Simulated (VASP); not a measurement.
# BiSbS (P-6m2) in VASP: notebook

BiSbS is run at these levels: PBE; tasks: relaxation of cell and atoms.

All numbers are computed with VASP 6.6.1; they aren't measurements. Logs are shortened: lines on timing, memory, paths and dates and some standing lists are left out, and cuts for length are marked.

## 1. The cell of the first run

The structure is hexagonal, space group P-6m2 (No. 187). The conventional cell has a = 4.641 Å, b = 4.641 Å, c = 4.661 Å, α = 90.00°, β = 90.00°, γ = 120.00°. Within 3.5 Å of Sb (site symmetry -6m2) lie 3 Bi at 2.68 Å. Within 3.5 Å of Bi (site symmetry -6m2) lie 3 Sb at 2.68 Å. Within 4.7 Å of S (site symmetry -6m2) lie 6 Sb at 3.55 Å and 6 Bi at 3.55 Å and 8 S at 4.64 to 4.66 Å.

## 2. Relaxation of cell and atoms, PBE

Input file INCAR:

```
SYSTEM = BiSbS
PREC = Accurate
ENCUT = 600
EDIFF = 1E-6
ISMEAR = 0
SIGMA = 0.1
LREAL = .FALSE.
LASPH = .TRUE.
NELM = 100
ALGO = Normal
ISIF = 3
LWAVE = .FALSE.
LCHARG = .FALSE.
GGA = PE
IBRION = 2
NSW = 90
EDIFFG = -0.04
```

Input file KPOINTS:

```
Automatic mesh
0
G
  6 6 4
  0 0 0
```

Input file POSCAR:

```
BiSbS
1.0
    4.6405197900      0.0000000000      0.0000000000
   -2.3202599000      4.0188080300      0.0000000000
    0.0000000000      0.0000000000      4.6606438100
Sb Bi S
1 1 1
Direct
    0.3333333300      0.6666666700      0.5000000000
    0.6666666700      0.3333333300      0.5000000000
    0.0000000000      0.0000000000      0.0000000000
```

Potentials or basis: VASP PAW PBE potentials, release 64 (Sb, Bi_d, S).

Run with:

```bash
$ cat potpaw_PBE.64/Sb/POTCAR potpaw_PBE.64/Bi_d/POTCAR potpaw_PBE.64/S/POTCAR > POTCAR
$ mpirun -np 1 vasp_std > vasp.out
```

OUTCAR:

```text
SYSTEM = BiSbS
   PREC = Accurate
   ENCUT = 600
   EDIFF = 1E-6
   ISMEAR = 0
   LREAL = .FALSE.
   LASPH = .TRUE.
   NELM = 100
   ISIF = 3
   GGA = PE
   IBRION = 2
   NSW = 90
   EDIFFG = -0.04

 ion  position               nearest neighbor table
   1  0.333  0.667  0.500-   2 2.68   2 2.68   2 2.68
   2  0.667  0.333  0.500-   1 2.68   1 2.68   1 2.68
   3  0.000  0.000  0.000-

  LATTYP: Found a hexagonal cell.
 ALAT       =     4.6405197900
 C/A-ratio  =     1.0043365875

  Lattice vectors:

 A1 = (   4.6405197900,   0.0000000000,   0.0000000000)
 A2 = (  -2.3202599000,   4.0188080300,   0.0000000000)
 A3 = (   0.0000000000,   0.0000000000,   4.6606438100)

Analysis of symmetry for initial positions (statically):
=====================================================================
 Subroutine PRICEL returns:
 Original cell was already a primitive cell.

 Routine SETGRP: Setting up the symmetry group for a
 hexagonal supercell.

 Subroutine GETGRP returns: Found 12 space group operations
 (whereof 12 operations were pure point group operations)
 out of a pool of 24 trial point group operations.

The static configuration has the point symmetry D_3h.

Analysis of symmetry for dynamics (positions and initial velocities):
=====================================================================
 Subroutine PRICEL returns:
 Original cell was already a primitive cell.

 Routine SETGRP: Setting up the symmetry group for a
 hexagonal supercell.

 Subroutine GETGRP returns: Found 12 space group operations
 (whereof 12 operations were pure point group operations)
 out of a pool of 24 trial point group operations.

The dynamic configuration has the point symmetry D_3h.

 Subroutine INISYM returns: Found 12 space group operations
 (whereof 12 operations are pure point group operations),
 and found     1 'primitive' translations

----------------------------------------------------------------------------------------

                                     Primitive cell

  volume of cell :      86.9180

  direct lattice vectors                    reciprocal lattice vectors
     4.640519790  0.000000000  0.000000000     0.215493101  0.124415000  0.000000000
    -2.320259900  4.018808030  0.000000000     0.000000000  0.248829999  0.000000000
     0.000000000  0.000000000  4.660643810     0.000000000  0.000000000  0.214562631

  length of vectors
     4.640519790  4.640519797  4.660643810     0.248830000  0.248829999  0.214562631

  position of ions in fractional coordinates (direct lattice)
     0.333333330  0.666666670  0.500000000
     0.666666670  0.333333330  0.500000000
     0.000000000  0.000000000  0.000000000

  ion indices of the primitive-cell ions
   primitive index   ion index
                 1           1
                 2           2
                 3           3

----------------------------------------------------------------------------------------

 KPOINTS: Automatic mesh

Automatic generation of k-mesh.
 Grid dimensions read from file:
 generate k-points for:    6    6    4

 Generating k-lattice:

  Cartesian coordinates                     Fractional coordinates (reciprocal lattice)
     0.035915517  0.020735833  0.000000000     0.166666667  0.000000000  0.000000000
     0.000000000  0.041471667  0.000000000     0.000000000  0.166666667  0.000000000
     0.000000000  0.000000000  0.053640658     0.000000000  0.000000000  0.250000000

  Length of vectors
     0.041471667  0.041471667  0.053640658

  Shift w.r.t. Gamma in fractional coordinates (k-lattice)
     0.000000000  0.000000000  0.000000000

 Subroutine IBZKPT returns following result:
 ===========================================

 Found     21 irreducible k-points:

 Following reciprocal coordinates:
            Coordinates               Weight
  0.000000  0.000000  0.000000      1.000000
  0.166667  0.000000  0.000000      6.000000
  0.333333 -0.000000  0.000000      6.000000
  0.500000  0.000000  0.000000      3.000000
  0.166667  0.166667  0.000000      6.000000
  0.333333  0.166667  0.000000     12.000000
[... 13 lines left out ...]
  0.333333  0.166667  0.500000     12.000000
  0.333333  0.333333  0.500000      2.000000
   k-points           NKPTS =     21   k-points in BZ     NKDIM =     21   number of bands    NBANDS=     17
   number of dos      NEDOS =    301   number of ions     NIONS =      3
   total plane-waves  NPLWV =  64000
   dimension x,y,z NGX =    40 NGY =   40 NGZ =   40
   dimension x,y,z NGXF=    80 NGYF=   80 NGZF=   80
   ions per type =               1   1   1
   NGX,Y,Z   is equivalent  to a cutoff of  14.33, 14.33, 14.27 a.u.
   NGXF,Y,Z  is equivalent  to a cutoff of  28.66, 28.66, 28.54 a.u.
 SYSTEM =  BiSbS
   PREC   = accura    normal or accurate (medium, high low for compatibility)
   ISTART =      0    job   : 0-new  1-cont  2-samecut
   ICHARG =      2    charge: 1-file 2-atom 10-const
   ISPIN  =      1    spin polarized calculation?
   LNONCOLLINEAR =      F non collinear calculations
   LSORBIT =      F    spin-orbit coupling
   LASPH  =      T    aspherical Exc in radial PAW
   ENCUT  =  600.0 eV  44.10 Ry    6.64 a.u.   9.27  9.27  9.31*2*pi/ulx,y,z
   NELM   =    100;   NELMIN=  2; NELMDL= -5     # of ELM steps
   EDIFF  = 0.1E-05   stopping-criterion for ELM
   LREAL  =      F    real-space projection
   EDIFFG = -.4E-01   stopping-criterion for IOM
   NSW    =     90    number of steps for IOM
   IBRION =      2    ionic relax: 0-MD 1-quasi-New 2-CG
   NFREE  =      1    steps in history (QN), initial steepest desc. (CG)
   ISIF   =      3    stress and relaxation
   ISYM   =      2    0-nonsym 1-usesym 2-fastsym
   POTIM  = 0.5000    time-step for ionic-motion
   TEBEG  =    0.0;   TEEND  =   0.0 temperature during run
   PSTRESS=    0.0 pullay stress
   NELECT =      26.0000    total number of electrons
   NUPDOWN=      -1.0000    fix difference up-down
   EMIN   =  10.00;   EMAX   =-10.00  energy-range for DOS
   EFERMI =   0.00;   METHOD = LEGACY
   ISMEAR =     0;   SIGMA  =   0.10  broadening in eV -4-tet -1-fermi 0-gaus
   EFERMI_NEDOS =   21; number of points for ismear=-14 and -15
   IALGO  =     38    algorithm
   IMIX   =      4    mixing-type and parameters
     AMIX     =   0.40;   BMIX     =  1.00
     AMIX_MAG =   1.60;   BMIX_MAG =  1.00
  volume/ion in A,a.u.               =      28.97       195.52
  Fermi-wavevector in a.u.,A,eV,Ry     =   1.094870  2.069005 16.309861  1.198741
  Thomas-Fermi vector in A             =   2.231183
   LORBIT       =      0    0 simple, 1 ext, 2 COOP (PROOUT), +10 PAW based schemes
   GGA     = PE    functional components
   LHFCALC =     F    Hartree Fock is set to
   AEXX    =    0.0000 exact exchange contribution
   IVDW    =     0    specifies the selected vdW correction
   LEPSILON=     F    determine dielectric tensor
   LRPA    =     F    only Hartree local field effects (RPA)
 conjugate gradient relaxation of ions
 non-spin polarized calculation
 Gauss-broadening in eV      SIGMA  =   0.10
  energy-cutoff  :      600.00
  volume of cell :       86.92
 maximum number of plane-waves:      2935
 NGX is ok and might be reduce to    40
   NGX = 19   NGY = 19   NGZ = 19

--------------------------------------- Ionic step        1  -------------------------------------------

 number of electron      25.9999999 magnetization

 Free energy of the ion-electron system (eV)
  ---------------------------------------------------
  ext. energy  EPLUGINS =         0.00000000
  ---------------------------------------------------
  free energy    TOTEN  =        -9.50858550 eV

  energy without entropy =       -9.49761700  energy(sigma->0) =       -9.50310125

------------------------ aborting loop because EDIFF is reached ----------------------------------------

  FORCE on cell =-STRESS in cart. coord.  units (eV):
  Direction    XX          YY          ZZ          XY          YZ          ZX
  --------------------------------------------------------------------------------------
  -------------------------------------------------------------------------------------
  Total        8.9495923      8.9495923     -3.1623426     -0.0000000      0.0000000     -0.0000000
  in kB      164.9696410    164.9696415    -58.2920999     -0.0000002      0.0000000     -0.0000000
  external PRESSURE =      90.5490609 kB  Pullay stress =       0.0000000 kB
[... 59 lines left out ...]
  energy  without entropy=      -10.0904751820  energy(sigma->0) =      -10.10102347

--------------------------------------- Ionic step        3  -------------------------------------------

 number of electron      26.0000006 magnetization

 E-fermi :   4.4010     XC(G=0):  -8.9017

 val. band max:        4.3930281227   @ k =   0.1667   0.1667   0.0000
 cond. band min:       4.4096684442   @ k =   0.3333   0.1667   0.2500
 fundamental gap:      0.0166403215
 Fermi energy:         4.4010164939

 k-point     1 :       0.0000    0.0000    0.0000
  band No.  band energies     occupation
      1     -18.8162      2.00000
      2     -18.7646      2.00000
      3     -18.7646      2.00000
      4     -18.7462      2.00000
      5     -18.7462      2.00000
      6      -8.2849      2.00000
[... 9 lines left out ...]
     16       7.3170      0.00000
     17       7.3375      0.00000
[... 428 lines left out ...]
  FREE ENERGIE OF THE ION-ELECTRON SYSTEM (eV)
  ---------------------------------------------------
  free  energy   TOTEN  =       -10.2485536471 eV

  energy  without entropy=      -10.2261105349  energy(sigma->0) =      -10.23733209

 E-fermi :   4.9361     XC(G=0):  -9.1636

 val. band max:        4.9115488854   @ k =   0.3333   0.1667   0.2500
 cond. band min:       4.9805356850   @ k =   0.1667   0.1667   0.0000
 fundamental gap:      0.0689867996
 Fermi energy:         4.9360914972

 k-point     1 :       0.0000    0.0000    0.0000
  band No.  band energies     occupation
      1     -18.2989      2.00000
      2     -18.2446      2.00000
      3     -18.2446      2.00000
      4     -18.2285      2.00000
      5     -18.2285      2.00000
      6      -7.9424      2.00000
[... 9 lines left out ...]
     16       8.1073      0.00000
     17       8.1347      0.00000
[... 383 lines left out ...]
      1     -18.2800      2.00000
      2     -18.2496      2.00000
      3     -18.2492      2.00000
      4     -18.2296      2.00000
      5     -18.2221      2.00000
      6      -6.3584      2.00000
[... 9 lines left out ...]
     16       6.4251      0.00000
     17      10.3582      0.00000

 E-fermi :  14.1930     XC(G=0): -12.3667

 val. band max:       14.0715616036   @ k =   0.3333  -0.0000   0.5000
 cond. band min:      14.2140597703   @ k =   0.3333   0.1667   0.5000
 fundamental gap:      0.1424981667
 Fermi energy:        14.1930027634

 k-point     1 :       0.0000    0.0000    0.0000
  band No.  band energies     occupation
      1     -14.4531      2.00000
      2     -10.4288      2.00000
      3     -10.4288      2.00000
      4      -9.4694      2.00000
      5      -9.4694      2.00000
      6      -4.1882      2.00000
[... 9 lines left out ...]
     16      22.8406      0.00000
     17      24.2318      0.00000
[... 383 lines left out ...]
      1     -12.0580      2.00000
      2     -12.0572      2.00000
      3     -10.0393      2.00000
      4     -10.0360      2.00000
      5      -8.6626      2.00000
      6       4.7447      2.00000
[... 9 lines left out ...]
     16      18.0576      0.00000
     17      18.6375      0.00000

[... ionic steps 4 to 9 ...]

--------------------------------------- Ionic step       10  -------------------------------------------

 number of electron      25.9999998 magnetization

------------------------ aborting loop because EDIFF is reached ----------------------------------------

  FORCE on cell =-STRESS in cart. coord.  units (eV):
  Direction    XX          YY          ZZ          XY          YZ          ZX
  --------------------------------------------------------------------------------------
  -------------------------------------------------------------------------------------
  Total       -0.7695192     -0.7695192      0.1397074      0.0000000     -0.0000000     -0.0000000
  in kB      -15.4896106    -15.4896106      2.8121624      0.0000000     -0.0000000     -0.0000000
  external PRESSURE =      -9.3890196 kB  Pullay stress =       0.0000000 kB
[... 59 lines left out ...]
  energy  without entropy=      -10.9901562036  energy(sigma->0) =      -10.99517757

--------------------------------------- Ionic step       12  -------------------------------------------

 number of electron      26.0000002 magnetization

 Free energy of the ion-electron system (eV)
  ---------------------------------------------------
  ext. energy  EPLUGINS =         0.00000000
  ---------------------------------------------------
  free energy    TOTEN  =       -11.00042676 eV

  energy without entropy =      -10.99075598  energy(sigma->0) =      -10.99559137

 E-fermi :   6.7283     XC(G=0): -10.0876

 val. band max:        6.6849330597   @ k =   0.3333   0.1667   0.2500
 cond. band min:       6.8663805139   @ k =   0.3333   0.3333   0.5000
 fundamental gap:      0.1814474542
 Fermi energy:         6.7283441388

 k-point     1 :       0.0000    0.0000    0.0000
  band No.  band energies     occupation
      1     -16.2677      2.00000
      2     -16.1809      2.00000
      3     -16.1809      2.00000
      4     -16.1414      2.00000
      5     -16.1414      2.00000
      6      -6.7309      2.00000
[... 9 lines left out ...]
     16      11.1384      0.00000
     17      11.7991      0.00000
[... 428 lines left out ...]
  FREE ENERGIE OF THE ION-ELECTRON SYSTEM (eV)
  ---------------------------------------------------
  free  energy   TOTEN  =       -11.0004267603 eV

  energy  without entropy=      -10.9907559825  energy(sigma->0) =      -10.99559137

 reached required accuracy - stopping structural energy minimisation
```

Run time: 7.4 min. Hardware: 1 thread of AMD EPYC 7R43 (Zen 3), shared host; peak memory 0.23 GiB.

What came out:

```
Free energy                            : -11.0004 eV
Relaxed volume                         : 26.30 Å³/atom
Relaxed cell                           : a = 5.109 Å, b = 5.109 Å, c = 3.491 Å, α = 90.00°, β = 90.00°, γ = 120.00°
Space group after relaxing (to 0.05 Å) : P-6m2 (No. 187)
Energy gained by relaxing              : 497.3 meV/atom
Ionic steps                            : 12
Pressure after relaxing                : 0.0 GPa
Band gap on the k mesh                 : zero (band 13 reaches 8.52 eV, above the bottom of band 14 at 5.09 eV)
```

The path:
| step | energy change (eV) | largest force (eV/Å) | pressure (GPa) | volume (Å³) |
| --- | --- | --- | --- | --- |
| 1 | 0.0000 | 0.0000 | 9.05 | 86.92 |
| 2 | -0.6030 | 0.0000 | -5.64 | 107.95 |
| 3 | -0.7400 | 0.0000 | -2.36 | 100.08 |
| 4 | -0.9156 | 0.0000 | -2.07 | 94.99 |
| 5 | -1.4669 | 0.0000 | 0.18 | 79.71 |
| 6 | 8.5168 | 0.0000 | 113.13 | 49.04 |
| 7 | -1.4739 | 0.0000 | 0.37 | 79.25 |
| 8 | -1.4849 | 0.0000 | 1.27 | 77.40 |
| 9 | -1.4849 | 0.0000 | 1.02 | 77.85 |
| 10 | -1.4797 | 0.0000 | -0.94 | 79.60 |
| 11 | -1.4916 | 0.0000 | 0.17 | 78.53 |
| 12 | -1.4918 | 0.0000 | -0.04 | 78.91 |

Final structure:
```xyz
3
Lattice="5.1087 0.0000 0.0000 -2.5543 4.4242 0.0000 0.0000 0.0000 3.4914" Properties=species:S:1:pos:R:3 pbc="T T T"
Sb    0.0000    2.9495    1.7457
Bi    2.5543    1.4747    1.7457
S     5.1087    0.0000    0.0000
```

Caveat: spin-orbit coupling is left out, which moves the levels of the heavy elements.

## 3. Relaxation of cell and atoms, PBE

This run uses another cell than the first one, of 26.31 Å³/atom, 0.908 times its volume.

Input file INCAR:

```
PREC     = Accurate       # precision mode
ENCUT    = 600            # plane-wave cutoff, eV
EDIFF    = 1E-6           # SCF threshold, eV
ISMEAR   = 0              # smearing method
SIGMA    = 0.1            # smearing width, eV
LREAL    = False          # projectors in reciprocal space
LASPH    = True           # aspherical terms in the spheres
NELM     = 60             # most SCF steps
ALGO     = Normal         # electronic algorithm
ISIF     = 3              # what is computed and relaxed
LWAVE    = False          # write WAVECAR
LCHARG   = False          # write CHGCAR
GGA      = PE             # functional
IBRION   = 2              # ionic algorithm
NSW      = 90             # ionic steps
EDIFFG   = -0.04          # ionic threshold
```

Input file KPOINTS:

```
Automatic mesh
0
Gamma
  6 6 6
```

Input file POSCAR:

```
BiSbS
1.0
    5.1080097767      0.0000000000      0.0000000000
   -2.5540048883      4.4236662294      0.0000000000
    0.0000000000      0.0000000000      3.4926114641
Sb Bi S
1 1 1
Direct
    0.3333333333      0.6666666667      0.5000000000
    0.6666666667      0.3333333333      0.5000000000
    0.0000000000      0.0000000000      0.0000000000
```

Potentials or basis: VASP PAW PBE potentials, release 64 (Sb, Bi_d, S).

Run with:

```bash
$ cat potpaw_PBE.64/Sb/POTCAR potpaw_PBE.64/Bi_d/POTCAR potpaw_PBE.64/S/POTCAR > POTCAR
$ mpirun -np 1 vasp_std > vasp.out
```

Run time: 5.1 min. Hardware: 1 thread of AMD EPYC 7R43 (Zen 3), shared host; peak memory 0.22 GiB.

Results (log left out):

```yaml
Free_energy: -11.2168 eV
Relaxed_volume: 25.48 Å³/atom
Relaxed_cell: a = 5.299 Å, b = 5.299 Å, c = 3.143 Å, α = 90.00°, β = 90.00°, γ = 120.00°
Space_group_after_relaxing_to_0.05_Å: P-6m2 (No. 187)
Energy_gained_by_relaxing: 50.8 meV/atom
Ionic_steps: 11
Pressure_after_relaxing: 0.0 GPa
Band_gap_on_the_k_mesh: zero (band 13 reaches 8.56 eV, above the bottom of band 14 at 5.66 eV)
```

The path:
```tsv
step	energy change (eV)	largest force (eV/Å)	pressure (GPa)	volume (Å³)
1	0.0000	0.0000	-0.09	78.92
2	-0.0276	0.0000	-0.53	78.72
3	-0.0754	0.0000	-0.85	78.33
4	-0.1271	0.0000	-0.56	77.21
5	-0.1369	0.0000	-0.98	77.88
6	-0.1487	0.0000	-0.89	77.56
7	-0.1489	0.0000	-0.91	77.61
8	-0.1421	0.0000	1.38	74.76
9	-0.1519	0.0000	-0.13	76.58
10	-0.1520	0.0000	0.08	76.30
11	-0.1524	0.0000	0.00	76.43
```

Final structure:
```yaml
crystal:
  lattice:
    - [5.29935, 0.00000, 0.00000]
    - [-2.64967, 4.58937, 0.00000]
    - [0.00000, 0.00000, 3.14261]
  atoms:
    - { symbol: Sb, position: [0.33333, 0.66667, 0.50000] }
    - { symbol: Bi, position: [0.66667, 0.33333, 0.50000] }
    - { symbol: S, position: [0.00000, 0.00000, 0.00000] }
```

Levels at points of the mesh, in eV from the Fermi level:
```tsv
k point	band 10	band 11	band 12	band 13	band 14	band 15	band 16	band 17
(0.00, 0.00, 0.00)	-3.48	-3.38	-3.38	0.52	4.10	4.10	4.33	6.72
(0.50, 0.00, 0.00)	-1.55	-1.25	0.04	0.78	2.33	2.42	4.41	5.90
(0.00, 0.00, 0.50)	-2.85	-1.65	-1.55	-1.55	-1.41	-1.41	1.84	1.84
(0.50, 0.00, 0.50)	-3.82	-3.06	-2.25	-1.72	0.25	1.47	3.91	4.95
```

Caveat: spin-orbit coupling is left out, which moves the levels of the heavy elements.
